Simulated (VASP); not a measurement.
TiO2: single point with r2SCAN+U

The system is TiO2.

```
CELL_PARAMETERS angstrom
-1.89832 1.89832 4.64955
1.89832 -1.89832 4.64955
1.89832 1.89832 -4.64955
ATOMIC_POSITIONS crystal
Ti 0.00000 0.00000 0.00000
Ti 0.75000 0.25000 0.50000
O 0.20611 0.20611 0.00000
O 0.95611 0.45611 0.50000
O 0.54389 0.04389 0.50000
O 0.79389 0.79389 0.00000
```

This cell differs from its parent crystal: strain -0.0375 x Voigt [0, 0, 1, 0, 0, 0].

- Program: VASP 6.6.1
- Task: single point
- Functional: r2SCAN
- Potentials or basis: VASP PAW PBE potentials, release 64 (Ti_sv, O)
- Cutoff: 520 eV
- k mesh: 8 × 8 × 8
- Occupations: gaussian, width 0.05 eV
- Spin: no spin polarisation
- Hubbard terms: Ti d U = 4.0 eV

The pressure is 15.8 GPa, the largest force is 1.130 eV/Å and the band gap on the k mesh is 3.33 eV (least direct gap 3.61 eV).

Forces on the atoms (eV/Å):
```
Ti   0.000  0.000  0.000
Ti   0.000  0.000  0.000
O    0.000  0.000  1.130
O    0.000  0.000  1.130
O    0.000  0.000 -1.130
O    0.000  0.000 -1.130
```

Stress tensor (GPa, compression positive):
```
11.22  0.00  0.00
 0.00 11.22  0.00
 0.00  0.00 25.06
```

Levels at points of the mesh, in eV from the valence-band top:
```
           k point  band 22  band 23  band 24  band 25  band 26  band 27
(0.00, 0.00, 0.00)    -0.55    -0.42    -0.42     3.33     4.24     5.25
(0.50, 0.00, 0.00)    -0.91    -0.71    -0.57     4.45     4.73     4.79
(0.50, 0.50, 0.00)    -1.91    -0.01    -0.01     4.64     4.64     5.04
(0.50, 0.50, 0.50)    -1.15    -0.05    -0.05     3.77     3.77     5.14
```

Eigenvalues of the final occupation matrices:
| site | spin | trace | eigenvalues |
| --- | --- | --- | --- |
| site 1 d | 1 | 0.80 | 0.09 0.10 0.10 0.24 0.27 |
| site 1 d | 2 | 0.80 | 0.09 0.10 0.10 0.24 0.27 |
| site 2 d | 1 | 0.80 | 0.09 0.10 0.10 0.24 0.27 |
| site 2 d | 2 | 0.80 | 0.09 0.10 0.10 0.24 0.27 |

It took 15 min on 1 thread of Oxide Virtual Turin-like Processor (shared host), peak memory 0.28 GiB.

Caveat: the cell differs from its parent crystal (strain -0.0375 x Voigt [0, 0, 1, 0, 0, 0]); the stress differs along the axes, from 11 to 25 GPa; the PAW data sets were made with another functional, which shifts forces and pressure a little. A k mesh can miss the band edges.
